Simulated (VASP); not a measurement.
**Al: relaxation of cell and atoms with PBEsol+D4**

The system is Al.

```xyz
1
Lattice="0.0000 2.0248 2.0248 2.0248 0.0000 2.0248 2.0248 2.0248 0.0000" Properties=species:S:1:pos:R:3 pbc="T T T"
Al    0.0000    0.0000    0.0000
```

```json
{
  "Program": "VASP 6.6.1",
  "Task": "relaxation of cell and atoms",
  "Functional": "PBEsol",
  "Dispersion": "D4",
  "Potentials or basis": "VASP PAW PBE potentials, release 64 (Al)",
  "Cutoff": "600 eV",
  "k mesh": "11 × 11 × 11",
  "Occupations": "fermi-dirac, width 0.05 eV",
  "Spin": "no spin polarisation",
  "Dipole correction": "no",
  "Further INCAR settings": "ALGO = Normal; EDIFF = 1e-06; IBRION = 2; EDIFFG = -0.02; NSW = 80; ISIF = 3"
}
```

```yaml
Relaxed_volume: 15.85 Å³/atom
Relaxed_cell: a = 2.820 Å, b = 2.820 Å, c = 2.820 Å, α = 60.00°, β = 60.00°, γ = 60.00°
Space_group_after_relaxing_to_0.05_Å: Fm-3m (No. 225)
Energy_gained_by_relaxing: 9.0 meV/atom
Ionic_steps: 3
Pressure_after_relaxing: 0.0 GPa
Dispersion_energy_per_atom: -0.208 eV
```

Step by step:
| step | energy change (eV) | largest force (eV/Å) | pressure (GPa) | volume (Å³) |
| --- | --- | --- | --- | --- |
| 1 | 0.0000 | 0.0000 | -3.70 | 16.60 |
| 2 | -0.0086 | 0.0000 | 0.88 | 15.70 |
| 3 | -0.0090 | 0.0000 | 0.01 | 15.85 |

Final structure:
```cif
data_structure
_symmetry_space_group_name_H-M 'P 1'
_symmetry_Int_Tables_number 1
_cell_length_a 2.8196
_cell_length_b 2.8196
_cell_length_c 2.8196
_cell_angle_alpha 60.000
_cell_angle_beta 60.000
_cell_angle_gamma 60.000
_cell_volume 15.85
loop_
_atom_site_label
_atom_site_type_symbol
_atom_site_fract_x
_atom_site_fract_y
_atom_site_fract_z
_atom_site_occupancy
Al1 Al 0.00000 0.00000 0.00000 1
```

Levels at points of the mesh, in eV from the Fermi level:
| k point | band 1 | band 2 | band 3 | band 4 | band 5 |
| --- | --- | --- | --- | --- | --- |
| (0.00, 0.00, 0.00) | -11.41 | 12.82 | 12.82 | 12.82 | 14.62 |

Wall time 8.6 s on 1 thread of Intel(R) Xeon(R) Platinum 8488C (Sapphire Rapids), on a shared host, peak memory 0.13 GiB.

The cell as given is a measured one (16.60 Å³/atom); PBEsol+D4 puts the equilibrium volume -4.5 % from it, thermal expansion not counted.

Caveat: the PAW data sets were made with another functional, which shifts forces and pressure a little; pairwise dispersion overbinds metals, which lowers pressure and volume.
